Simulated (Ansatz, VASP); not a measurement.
**One calculation of SnTe, two programs**

INCAR

```
PREC     = Accurate       # precision mode
ENCUT    = 500            # plane-wave cutoff, eV
EDIFF    = 1E-6           # SCF threshold, eV
ISMEAR   = -1             # smearing method
SIGMA    = 0.05           # smearing width, eV
LREAL    = F              # projectors in reciprocal space
LASPH    = T              # aspherical terms in the spheres
NELM     = 120            # most SCF steps
ALGO     = Normal         # electronic algorithm
ISIF     = 2              # what is computed and relaxed
LWAVE    = F              # write WAVECAR
LCHARG   = F              # write CHGCAR
GGA      = PE             # functional
NBANDS   = 17             # bands
GGA_COMPAT= F
```

File KPOINTS:

```
Automatic mesh
0
Gamma
  7 7 7
```

File POSCAR:

```
SnTe
1.0
    3.8784931701      0.0000000000      0.0000000000
    0.0000000000      3.8784931701      0.0000000000
    0.0000000000      0.0000000000      3.8784931701
Te Sn
1 1
Direct
    0.5000000000      0.5000000000      0.5000000000
    0.0000000000      0.0000000000      0.0000000000
```

The input input.yaml:

```yaml
crystal:
  lattice:
    - [3.8784931701, 0.0, 0.0]
    - [0.0, 3.8784931701, 0.0]
    - [0.0, 0.0, 3.8784931701]
  atoms:
    - { symbol: Te, position: [0.5, 0.5, 0.5] }
    - { symbol: Sn, position: [0.0, 0.0, 0.0] }
hamiltonian:
  xc: pbe
  pseudopotentials: { kind: paw, azcp: { folder: soft_1 } }
kpoints:
  mp_grid: { grid: [7, 7, 7] }
scf:
  occupations: { method: fermi_dirac, width: 0.05 }
output:
  forces: true
  stress: true
  eigenvalues: true
```

Alike in both runs: task single point; functional PBE; k mesh 7 × 7 × 7; occupations fermi-dirac, width 0.05 eV; no spin polarisation.

|  | VASP | Ansatz |
| --- | --- | --- |
| version | VASP 6.6.1 | Ansatz 0.2.0 |
| potentials or method | VASP PAW PBE potentials, release 64 (Te, Sn_d) | Ansatz PAW soft_1 |
| plane-wave cutoff (eV) | 500 | 420 |
| valence electrons in the cell | 20 | 30 |

|  | VASP | Ansatz | Ansatz less VASP |
| --- | --- | --- | --- |
| gap on the k mesh at the Fermi level (eV) | none | none | - |
| pressure (GPa) | -0.4 | -0.4 | +0.04 |

A gap of «none» marks a metal or a gap that the smearing closes. VASP's potentials hold 20 valence electrons a cell and Ansatz's 30, so a difference there can come from the potentials and not from the codes.

Neither program's run includes spin-orbit coupling.
